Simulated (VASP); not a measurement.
BaS:

```xyz
2
Lattice="3.7867 -0.0470 -0.0470 -0.0470 3.7867 -0.0470 -0.0470 -0.0470 3.7867" Properties=species:S:1:pos:R:3 pbc="T T T"
Ba    0.0000    0.0000    0.0000
S     1.8463    1.8463    1.8463
```

This cell differs from its parent crystal: strain along [111] -3.7%.

Base run:

* Program: VASP 6.6.1
* Functional: r2SCAN
* Potentials or basis: VASP PAW PBE potentials, release 64 (Ba_sv, S)
* Cutoff: 520 eV
* k mesh: 6 × 6 × 6
* Occupations: gaussian, width 0.01 eV
* Spin: no spin polarisation

Its results: band gap on the k mesh 1.76 eV, indirect (least direct gap 1.81 eV); pressure 3.3 GPa.

**Question.** The run is repeated on the same cell with these changes: functional from r2SCAN to PBE; occupations from gaussian, width 0.01 eV to fermi-dirac, width 0.02 eV. What comes out?

**Answer.** Band gap on the k mesh 1.38 eV, indirect (least direct gap 1.44 eV); pressure 3.4 GPa.

Caveats: spin-orbit coupling is left out, which moves the levels of the heavy elements; the PAW data sets were made with another functional, which shifts forces and pressure a little (some runs).

A k mesh can miss the band edges.
